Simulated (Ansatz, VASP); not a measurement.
## Two plane-wave programs on ZnS

INCAR

```
PREC = Accurate ; ENCUT = 520
EDIFF = 1E-6 ; ISMEAR = 0
SIGMA = 0.05 ; LREAL = F
LASPH = T ; NELM = 60
ALGO = Normal ; ISIF = 2
LWAVE = F ; LCHARG = F
GGA = PE ; NBANDS = 16
```

KPOINTS

```
Automatic mesh
0
Gamma
  10 10 10
```

Contents of POSCAR:

```
ZnS
1.0
    0.0000000000      2.6099872500      2.7046500000
    2.7993127500      0.0000000000      2.7046500000
    2.7993127500      2.6099872500      0.0000000000
Zn S
1 1
Direct
    0.0000000000      0.0000000000      0.0000000000
    0.7500000000      0.7500000000      0.7500000000
```

Input for Ansatz:

```yaml
crystal:
  lattice:
    - [0.0, 2.60998725, 2.70465]
    - [2.79931275, 0.0, 2.70465]
    - [2.79931275, 2.60998725, 0.0]
  atoms:
    - { symbol: Zn, position: [0.0, 0.0, 0.0] }
    - { symbol: S, position: [0.75, 0.75, 0.75] }
basis:
  ecutwfc: 420
kpoints:
  mp_grid: { grid: [10, 10, 10] }
hamiltonian:
  xc: pbe
scf:
  occupations: { method: gaussian, width: 0.05 }
output:
  forces: true
  stress: true
  eigenvalues: true
```

Change from the starting cell: strain +0.0350 x Voigt [1, -1, 0, 0, 0, 0], atoms carried along.

Alike in both runs: task single point; functional PBE; k mesh 10 × 10 × 10; occupations gaussian, width 0.05 eV; no spin polarisation.

```csv
,VASP,Ansatz
version,VASP 6.6.1,Ansatz 0.2.0
potentials or method,"VASP PAW PBE potentials, release 64 (Zn, S), cutoff 520 eV","scalar-relativistic, plane waves, PAW"
valence electrons in the cell,18,18
```

Ansatz gave:

- gap on the k mesh at the Fermi level (eV): 1.98
- least direct gap on the mesh (eV): 1.98
- pressure (GPa): 1.4
- traceless stress, the component that is largest in VASP (GPa): -1.51

What did VASP give for the same quantities?

gap on the k mesh at the Fermi level (eV): 1.98; least direct gap on the mesh (eV): 1.98; pressure (GPa): 1.5; traceless stress, the component that is largest in VASP (GPa): -1.50.

The functional is the same, so the differences come from potentials, cutoffs and numerics.
